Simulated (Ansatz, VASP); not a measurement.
# PbS: VASP beside Ansatz

The input INCAR:

```
SYSTEM = PbS
PREC = Accurate
ENCUT = 520
EDIFF = 1E-6
ISMEAR = 0
SIGMA = 0.03
LREAL = .False.
LASPH = .True.
NELM = 60
ALGO = Normal
ISIF = 2
LWAVE = .False.
LCHARG = .False.
GGA = PE
NBANDS = 17
```

Contents of KPOINTS:

```
regular mesh
0
Gamma
  10 10 10
  0 0 0
```

POSCAR

```
PbS
1.0
    0.0000000000      2.9650000000      2.9650000000
    2.9650000000      0.0000000000      2.9650000000
    2.9650000000      2.9650000000      0.0000000000
Pb S
1 1
Direct
    0.0000000000      0.0000000000      0.0000000000
    0.5060850576      0.5060850576      0.5060850576
```

Input for Ansatz:

```yaml
crystal:
  lattice:
    - [0.0, 2.965, 2.965]
    - [2.965, 0.0, 2.965]
    - [2.965, 2.965, 0.0]
  atoms:
    - { symbol: Pb, position: [0.0, 0.0, 0.0] }
    - { symbol: S, position: [0.5060850576, 0.5060850576, 0.5060850576] }
basis:
  ecutwfc: 420
kpoints:
  mp_grid: { grid: [10, 10, 10] }
hamiltonian:
  xc: pbe
scf:
  occupations: { method: gaussian, width: 0.03 }
output:
  forces: true
  stress: true
  eigenvalues: true
```

Change from the starting cell: all S atoms moved +0.062 Å, as atom 2 along Cartesian [1 1 1].

Alike in both runs: task single point; functional PBE; k mesh 10 × 10 × 10; occupations gaussian, width 0.03 eV; no spin polarisation.

|  | VASP | Ansatz |
| --- | --- | --- |
| version | VASP 6.6.1 | Ansatz 0.2.0 |
| potentials or method | VASP PAW PBE potentials, release 64 (Pb_d, S), cutoff 520 eV | scalar-relativistic, plane waves, PAW |
| valence electrons in the cell | 20 | 20 |

|  | VASP | Ansatz | Ansatz less VASP |
| --- | --- | --- | --- |
| gap on the k mesh at the Fermi level (eV) | 0.38 | 0.38 | -0.007 |
| least direct gap on the mesh (eV) | 0.38 | 0.38 | -0.007 |
| pressure (GPa) | 2.3 | 2.3 | +0.08 |
| rms of the force components (eV/Å) | 0.022 | 0.022 | -0.0004 |

Atom by atom the forces differ by 0.000 eV/Å (rms over components).

Spin-orbit coupling is off throughout.
